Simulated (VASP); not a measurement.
A run of VASP 6.6.1 is set up as follows.

The input POSCAR:

```
BeS
1.0
    0.0000000000      2.3611663926      2.3611663926
    2.3611663926      0.0000000000      2.3611663926
    2.3611663926      2.3611663926      0.0000000000
Be S
1 1
Direct
    0.0000000000      0.0000000000      0.0000000000
    0.2500000000      0.2500000000      0.2500000000
```

Contents of INCAR.step1:

```
SYSTEM = BeS
  PREC = Accurate
  ENCUT = 600
  ISMEAR = -1
  SIGMA = 0.05
  LREAL = .False.
  LASPH = .True.
  NELM = 100
  GGA = PE
  ALGO = Normal
  EDIFF = 1E-4
  LWAVE = .True.
  LCHARG = .False.
```

The input INCAR.step2:

```
SYSTEM = BeS
  PREC = Accurate
  ENCUT = 600
  EDIFF = 1E-6
  ISMEAR = -1
  SIGMA = 0.05
  LREAL = .False.
  LASPH = .True.
  NELM = 100
  ALGO = Normal
  ISIF = 3
  LWAVE = .False.
  LCHARG = .False.
  METAGGA = R2SCAN
  LMIXTAU = .True.
  IBRION = 2
  NSW = 60
  EDIFFG = -0.005
  ISTART = 1
```

KPOINTS

```
Automatic mesh
0
Gamma
  15 15 15
  0 0 0
```

Potentials or basis: VASP PAW PBE potentials, release 64 (Be, S).

The run is started by

```sh
$ cat potpaw_PBE.64/Be/POTCAR potpaw_PBE.64/S/POTCAR > POTCAR
$ cp INCAR.step1 INCAR
$ mpirun -np 1 vasp_std > vasp.out
$ cp INCAR.step2 INCAR
$ mpirun -np 1 vasp_std > vasp.out
```

Task: Predict the space group after relaxing (to 0.05 Å).

Result: F-43m (No. 216).

Task: What does it give for the relaxed volume?

Result: 14.46 Å³/atom.

Task: Predict the band gap on the k mesh.

Result: 3.64 eV, indirect (least direct gap 6.27 eV).

Task: Predict the relaxed cell.

Result: a = 3.446 Å, b = 3.446 Å, c = 3.446 Å, α = 60.00°, β = 60.00°, γ = 60.00°.

Step by step:
| step | energy change (eV) | largest force (eV/Å) | pressure (GPa) | volume (Å³) |
| --- | --- | --- | --- | --- |
| 1 | 0.0000 | 0.0000 | 10.91 | 26.33 |
| 2 | -0.0732 | 0.0000 | -2.98 | 29.89 |
| 3 | -0.0823 | 0.0000 | 0.05 | 28.92 |

Caveat: the PAW data sets were made with another functional, which shifts forces and pressure a little. r2SCAN opens gaps a little over a GGA but as a rule still falls short of measured ones.
